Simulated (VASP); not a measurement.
# Ge in VASP: further runs

Ge is run at these levels: RPBE; tasks: single point, relaxation of cell and atoms.

All numbers are computed with VASP 6.6.1; they aren't measurements. Logs are shortened: lines on timing, memory, paths and dates and some standing lists are left out, and cuts for length are marked.

**1. The cell of the first run**

It takes space group C2/c (No. 15, monoclinic). Conventional cell: a = 2.999 Å, b = 7.671 Å, c = 4.133 Å, α = 90.00°, β = 111.09°, γ = 90.00°. Ge (site symmetry 2) has 10 Ge at 2.82 to 3.53 Å within 3.7 Å.

**2. Single point, RPBE (22.18 Å³/atom)**

INCAR reads:

```
SYSTEM = Ge
  ALGO = Normal
  EDIFF = 1E-6
  ENCUT = 520
  GGA = RP
  ISIF = 2
  ISMEAR = -1
  LASPH = .True.
  LCHARG = .True.
  LELF = .True.
  LREAL = .False.
  LVHAR = .True.
  LWAVE = .False.
  NBANDS = 21
  NELM = 80
  PREC = Accurate
  SIGMA = 0.1
```

KPOINTS reads:

```
k-points
0
Gamma
  14 14 10
  0 0 0
```

POSCAR reads:

```
Ge
1.0
   -2.7105720500      2.7138412221      1.4993525841
    2.7138412221     -2.7105720500      1.4993525841
    2.7252956324      2.7252956324     -1.4933650895
Ge
2
Direct
    0.9997552703      0.0002447297      0.0000000000
    0.7502447297      0.2497552703      0.5000000000
```

Potentials or basis: VASP PAW PBE potentials, release 64 (Ge_d).

Command:

```
> cat potpaw_PBE.64/Ge_d/POTCAR > POTCAR
> mpirun -np 1 vasp_std > vasp.out
```

OUTCAR:

```text
SYSTEM = Ge
   EDIFF = 1E-6
   ENCUT = 520
   GGA = RP
   ISIF = 2
   ISMEAR = -1
   LASPH = .True.
   LREAL = .False.
   NELM = 80
   PREC = Accurate

 ion  position               nearest neighbor table
   1  1.000  0.000  0.000-   2 2.82   2 2.82   2 2.83   2 2.83
   2  0.750  0.250  0.500-   1 2.82   1 2.82   1 2.83   1 2.83

  LATTYP: Found a base centered monoclinic cell.
 ALAT       =     2.9987087322
 B/A-ratio  =     2.5581940436
 C/A-ratio  =     1.3783778133
 COS(beta)  =    -0.3598581844

  Lattice vectors:

 A1 = (  -2.7105720500,   2.7138412221,   1.4993525841)
 A2 = (   2.7138412221,  -2.7105720500,   1.4993525841)
 A3 = (   2.7252956324,   2.7252956324,  -1.4933650895)

Analysis of symmetry for initial positions (statically):
=====================================================================
 Subroutine PRICEL returns:
 Original cell was already a primitive cell.

 Routine SETGRP: Setting up the symmetry group for a
 base centered monoclinic supercell.

 Subroutine GETGRP returns: Found  4 space group operations
 (whereof  2 operations were pure point group operations)
 out of a pool of  4 trial point group operations.

The static configuration has the point symmetry C_2 .
 The point group associated with its full space group is C_2h.

Analysis of symmetry for dynamics (positions and initial velocities):
=====================================================================
 Subroutine PRICEL returns:
 Original cell was already a primitive cell.

 Routine SETGRP: Setting up the symmetry group for a
 base centered monoclinic supercell.

 Subroutine GETGRP returns: Found  4 space group operations
 (whereof  2 operations were pure point group operations)
 out of a pool of  4 trial point group operations.

The dynamic configuration has the point symmetry C_2 .
 The point group associated with its full space group is C_2h.

 Subroutine INISYM returns: Found  4 space group operations
 (whereof  2 operations are pure point group operations),
 and found     1 'primitive' translations

----------------------------------------------------------------------------------------

                                     Primitive cell

  volume of cell :      44.3567

  direct lattice vectors                    reciprocal lattice vectors
    -2.710572050  2.713841222  1.499352584    -0.000863575  0.183488160  0.333278169
     2.713841222 -2.710572050  1.499352584     0.183488160 -0.000863575  0.333278169
     2.725295632  2.725295632 -1.493365089     0.183356799  0.183356799 -0.000399789

  length of vectors
     4.118275511  4.118275511  4.133353585     0.380451033  0.380451033  0.259305981

  position of ions in fractional coordinates (direct lattice)
     0.999755270  0.000244730  0.000000000
     0.750244730  0.249755270  0.500000000

  ion indices of the primitive-cell ions
   primitive index   ion index
                 1           1
                 2           2

----------------------------------------------------------------------------------------

 KPOINTS: k-points

Automatic generation of k-mesh.
 Grid dimensions read from file:
 generate k-points for:   14   14   10

 Generating k-lattice:

  Cartesian coordinates                     Fractional coordinates (reciprocal lattice)
    -0.000061684  0.013106297  0.023805584     0.071428571  0.000000000 -0.000000000
     0.013106297 -0.000061684  0.023805584     0.000000000  0.071428571 -0.000000000
     0.018335680  0.018335680 -0.000039979    -0.000000000 -0.000000000  0.100000000

  Length of vectors
     0.027175074  0.027175074  0.025930598

  Shift w.r.t. Gamma in fractional coordinates (k-lattice)
     0.000000000  0.000000000  0.000000000

 Subroutine IBZKPT returns following result:
 ===========================================

 Found    534 irreducible k-points:

 Following reciprocal coordinates:
            Coordinates               Weight
  0.000000  0.000000  0.000000      1.000000
  0.071429  0.000000  0.000000      4.000000
  0.142857  0.000000 -0.000000      4.000000
  0.214286  0.000000  0.000000      4.000000
  0.285714  0.000000 -0.000000      4.000000
  0.357143  0.000000  0.000000      4.000000
[... 16 lines left out ...]
  0.214286  0.142857 -0.000000      4.000000
  0.285714  0.142857  0.000000      4.000000
 [... further k-points ...]
   k-points           NKPTS =    534   k-points in BZ     NKDIM =    534   number of bands    NBANDS=     21
   number of dos      NEDOS =    301   number of ions     NIONS =      2
   total plane-waves  NPLWV =  32768
   dimension x,y,z NGX =    32 NGY =   32 NGZ =   32
   dimension x,y,z NGXF=    64 NGYF=   64 NGZF=   64
   ions per type =               2
   NGX,Y,Z   is equivalent  to a cutoff of  12.92, 12.92, 12.87 a.u.
   NGXF,Y,Z  is equivalent  to a cutoff of  25.84, 25.84, 25.74 a.u.
 SYSTEM =  Ge
   PREC   = accura    normal or accurate (medium, high low for compatibility)
   ISTART =      0    job   : 0-new  1-cont  2-samecut
   ICHARG =      2    charge: 1-file 2-atom 10-const
   ISPIN  =      1    spin polarized calculation?
   LNONCOLLINEAR =      F non collinear calculations
   LSORBIT =      F    spin-orbit coupling
   LASPH  =      T    aspherical Exc in radial PAW
   ENCUT  =  520.0 eV  38.22 Ry    6.18 a.u.   7.66  7.66  7.69*2*pi/ulx,y,z
   NELM   =     80;   NELMIN=  2; NELMDL= -5     # of ELM steps
   EDIFF  = 0.1E-05   stopping-criterion for ELM
   LREAL  =      F    real-space projection
   EDIFFG = 0.1E-04   stopping-criterion for IOM
   NSW    =      0    number of steps for IOM
   IBRION =     -1    ionic relax: 0-MD 1-quasi-New 2-CG
   NFREE  =      0    steps in history (QN), initial steepest desc. (CG)
   ISIF   =      2    stress and relaxation
   ISYM   =      2    0-nonsym 1-usesym 2-fastsym
   POTIM  = 0.5000    time-step for ionic-motion
   TEBEG  =    0.0;   TEEND  =   0.0 temperature during run
   PSTRESS=    0.0 pullay stress
   NELECT =      28.0000    total number of electrons
   NUPDOWN=      -1.0000    fix difference up-down
   EMIN   =  10.00;   EMAX   =-10.00  energy-range for DOS
   EFERMI =   0.00;   METHOD = LEGACY
   ISMEAR =    -1;   SIGMA  =   0.10  broadening in eV -4-tet -1-fermi 0-gaus
   EFERMI_NEDOS =   21; number of points for ismear=-14 and -15
   IALGO  =     38    algorithm
   IMIX   =      4    mixing-type and parameters
     AMIX     =   0.40;   BMIX     =  1.00
     AMIX_MAG =   1.60;   BMIX_MAG =  1.00
  volume/ion in A,a.u.               =      22.18       149.67
  Fermi-wavevector in a.u.,A,eV,Ry     =   1.404347  2.653830 26.833269  1.972190
  Thomas-Fermi vector in A             =   2.526917
   LORBIT       =      0    0 simple, 1 ext, 2 COOP (PROOUT), +10 PAW based schemes
   GGA     = RP    functional components
   LHFCALC =     F    Hartree Fock is set to
   AEXX    =    0.0000 exact exchange contribution
   IVDW    =     0    specifies the selected vdW correction
   LEPSILON=     F    determine dielectric tensor
   LRPA    =     F    only Hartree local field effects (RPA)
 non-spin polarized calculation
  energy-cutoff  :      520.00
  volume of cell :       44.36
 maximum number of plane-waves:      1210
   NGX = 15   NGY = 15   NGZ = 15

 number of electron      28.0000009 magnetization

 Free energy of the ion-electron system (eV)
  ---------------------------------------------------
  ext. energy  EPLUGINS =         0.00000000
  ---------------------------------------------------
  free energy    TOTEN  =        -7.76270175 eV

  energy without entropy =       -7.72767494  energy(sigma->0) =       -7.74518834

 E-fermi :   5.0478     XC(G=0): -10.3315

 val. band max:        5.0458301099   @ k =   0.3571   0.2143   0.0000
 cond. band min:       5.0505798206   @ k =  -0.2143   0.4286   0.3000
 fundamental gap:      0.0047497107
 Fermi energy:         5.0478453517

 k-point     1 :       0.0000    0.0000    0.0000
  band No.  band energies     occupation
      1     -19.6247      2.00000
      2     -19.6021      2.00000
      3     -19.5798      2.00000
      4     -19.5755      2.00000
      5     -19.5267      2.00000
      6     -19.5265      2.00000
[... 13 lines left out ...]
     20      15.8765      0.00000
     21      16.7211      0.00000

 k-point     2 :       0.0714    0.0000    0.0000
  band No.  band energies     occupation
      1     -19.6237      2.00000
      2     -19.5985      2.00000
      3     -19.5756      2.00000
      4     -19.5741      2.00000
      5     -19.5291      2.00000
      6     -19.5285      2.00000
[... 13 lines left out ...]
     20      15.8705      0.00000
     21      16.7348      0.00000

 k-point     3 :       0.1429    0.0000   -0.0000
  band No.  band energies     occupation
      1     -19.6203      2.00000
      2     -19.5887      2.00000
      3     -19.5702      2.00000
      4     -19.5651      2.00000
      5     -19.5349      2.00000
      6     -19.5308      2.00000
[... 13 lines left out ...]
     20      14.9020      0.00000
     21      15.4717      0.00000

 k-point     4 :       0.2143    0.0000    0.0000
  band No.  band energies     occupation
      1     -19.6151      2.00000
      2     -19.5766      2.00000
      3     -19.5649      2.00000
      4     -19.5562      2.00000
      5     -19.5417      2.00000
      6     -19.5286      2.00000
[... 13 lines left out ...]
     20      13.8254      0.00000
     21      14.9594      0.00000

 k-point     5 :       0.2857    0.0000   -0.0000
  band No.  band energies     occupation
      1     -19.6095      2.00000
      2     -19.5676      2.00000
      3     -19.5611      2.00000
      4     -19.5565      2.00000
      5     -19.5462      2.00000
      6     -19.5334      2.00000
[... 13 lines left out ...]
     20      13.0615      0.00000
     21      15.1700      0.00000
[... 382 lines left out ...]
     20      16.1704      0.00000
     21      16.5904      0.00000

 k-point    22 :       0.1429    0.1429   -0.0000
  band No.  band energies     occupation
      1     -19.6132      2.00000
      2     -19.5672      2.00000
      3     -19.5622      2.00000
      4     -19.5482      2.00000
      5     -19.5418      2.00000
      6     -19.5380      2.00000
[... 13 lines left out ...]
     20      13.4900      0.00000
     21      13.8985      0.00000

 k-point    23 :       0.2143    0.1429   -0.0000
  band No.  band energies     occupation
      1     -19.6093      2.00000
      2     -19.5685      2.00000
      3     -19.5578      2.00000
      4     -19.5498      2.00000
      5     -19.5451      2.00000
      6     -19.5413      2.00000
[... 13 lines left out ...]
     20      13.1978      0.00000
     21      14.1904      0.00000

 k-point    24 :       0.2857    0.1429    0.0000
  band No.  band energies     occupation
      1     -19.6062      2.00000
      2     -19.5719      2.00000
      3     -19.5588      2.00000
      4     -19.5533      2.00000
      5     -19.5458      2.00000
      6     -19.5391      2.00000
[... 13 lines left out ...]
     20      13.9701      0.00000
     21      14.9884      0.00000

 [... further k-points ...]

------------------------ aborting loop because EDIFF is reached ----------------------------------------

  FORCE on cell =-STRESS in cart. coord.  units (eV):
  Direction    XX          YY          ZZ          XY          YZ          ZX
  --------------------------------------------------------------------------------------
  -------------------------------------------------------------------------------------
  Total       -1.6052688     -1.6052688     -1.4596753     -0.0755073     -0.0135427     -0.0135427
  in kB      -57.9827526    -57.9827526    -52.7238749     -2.7273460     -0.4891672     -0.4891653
  external PRESSURE =     -56.2297934 kB  Pullay stress =       0.0000000 kB

 VOLUME and BASIS-vectors are now :
 -----------------------------------------------------------------------------
  energy-cutoff  :      520.00
  volume of cell :       44.36
      direct lattice vectors                 reciprocal lattice vectors
    -2.710572050  2.713841222  1.499352584    -0.000863575  0.183488160  0.333278169
     2.713841222 -2.710572050  1.499352584     0.183488160 -0.000863575  0.333278169
     2.725295632  2.725295632 -1.493365089     0.183356799  0.183356799 -0.000399789

 POSITION                                       TOTAL-FORCE (eV/Angst)
 -----------------------------------------------------------------------------------
     -2.70924      2.71251      1.49935        -0.003861      0.003861      0.000000
      0.00685      2.72171      0.75267         0.003861     -0.003861     -0.000000
 -----------------------------------------------------------------------------------
    total drift:                               -0.000000     -0.000000      0.000000

  FREE ENERGIE OF THE ION-ELECTRON SYSTEM (eV)
  ---------------------------------------------------
  free  energy   TOTEN  =        -7.7627017498 eV

  energy  without entropy=       -7.7276749372  energy(sigma->0) =       -7.74518834
```

It took 4.2 min on 1 thread of Intel Xeon 6975P-C (Granite Rapids), shared host; peak memory 0.48 GiB.

Results:

- Free energy: -7.7627 eV
- Pressure: -5.6 GPa
- Largest force: 0.005 eV/Å
- Band gap on the k mesh: zero (bands 14 and 15 overlap by 4.18 eV)

Forces in eV/Å, atoms in the order of the input:
```
Ge  -0.004  0.004  0.000
Ge   0.004 -0.004  0.000
```

Levels at points of the mesh, in eV from the Fermi level:
| k point | band 11 | band 12 | band 13 | band 14 | band 15 | band 16 | band 17 | band 18 |
| --- | --- | --- | --- | --- | --- | --- | --- | --- |
| (0.00, 0.00, 0.00) | -11.85 | -4.41 | -1.83 | -1.74 | 3.70 | 6.61 | 6.64 | 6.64 |
| (0.50, 0.00, 0.00) | -7.73 | -5.85 | -2.64 | -1.51 | -1.06 | 2.69 | 3.09 | 4.67 |
| (0.50, 0.50, 0.00) | -9.49 | -9.46 | 0.71 | 0.74 | 1.63 | 1.63 | 6.24 | 6.30 |
| (0.00, 0.00, 0.50) | -9.50 | -9.50 | 0.78 | 0.78 | 1.71 | 1.71 | 6.29 | 6.29 |
| (0.50, 0.00, 0.50) | -7.70 | -5.86 | -2.65 | -1.52 | -1.08 | 2.69 | 3.03 | 4.68 |
| (0.50, 0.50, 0.50) | -8.25 | -8.25 | -4.78 | -4.78 | 5.17 | 5.17 | 9.31 | 9.31 |

Caveat: the cell stands under tension; the PAW data sets were made with another functional, which shifts forces and pressure a little.

**3. Single point, RPBE**

This run uses another cell than the first one, of 19.80 Å³/atom.

INCAR reads:

```
PREC = Accurate
ENCUT = 520
EDIFF = 1E-6
ISMEAR = -1
SIGMA = 0.1
LREAL = F
LASPH = T
NELM = 80
ALGO = Normal
ISIF = 2
LWAVE = F
LCHARG = T
GGA = RP
LELF = T
LVHAR = T
ISYM = 0
NBANDS = 21
```

KPOINTS reads:

```
Automatic mesh
0
Gamma
  12 12 9
```

POSCAR reads:

```
Ge
1.0
   -2.6100867877      2.6132347663      1.4437691740
    2.6132347663     -2.6100867877      1.4437691740
    2.6242645432      2.6242645432     -1.4380036454
Ge
2
Direct
    0.9997552703      0.0002447297      0.0000000000
    0.7502447297      0.2497552703      0.5000000000
```

Potentials or basis: VASP PAW PBE potentials, release 64 (Ge_d).

Command:

```
> cat potpaw_PBE.64/Ge_d/POTCAR > POTCAR
> mpirun -np 1 vasp_std > vasp.out
```

Wall time 6.8 min (1 thread of Intel Xeon 6975P-C (Granite Rapids), shared host); peak memory 0.5 GiB.

It converged, with:

- Free energy: -7.8552 eV
- Pressure: -0.1 GPa
- Largest force: 0.006 eV/Å
- Band gap on the k mesh: zero (bands 14 and 15 overlap by 5.08 eV)

Forces in eV/Å, atoms in the order of the input:
```
Ge  -0.004  0.004  0.000
Ge   0.004 -0.004  0.000
```

Levels at points of the mesh, in eV from the Fermi level:
```
           k point  band 12  band 13  band 14  band 15  band 16  band 17
(0.00, 0.00, 0.00)    -4.07    -2.16    -2.06     3.44     7.30     7.33
(0.50, 0.00, 0.00)    -6.20    -2.65    -1.81    -1.31     2.52     3.41
(0.00, 0.50, 0.00)    -6.20    -2.65    -1.81    -1.31     2.52     3.41
(0.50, 0.50, 0.00)   -10.10     0.64     0.68     1.86     1.87     6.83
```

Caveat: the PAW data sets were made with another functional, which shifts forces and pressure a little.

(Part 1 of 2 ends here.)
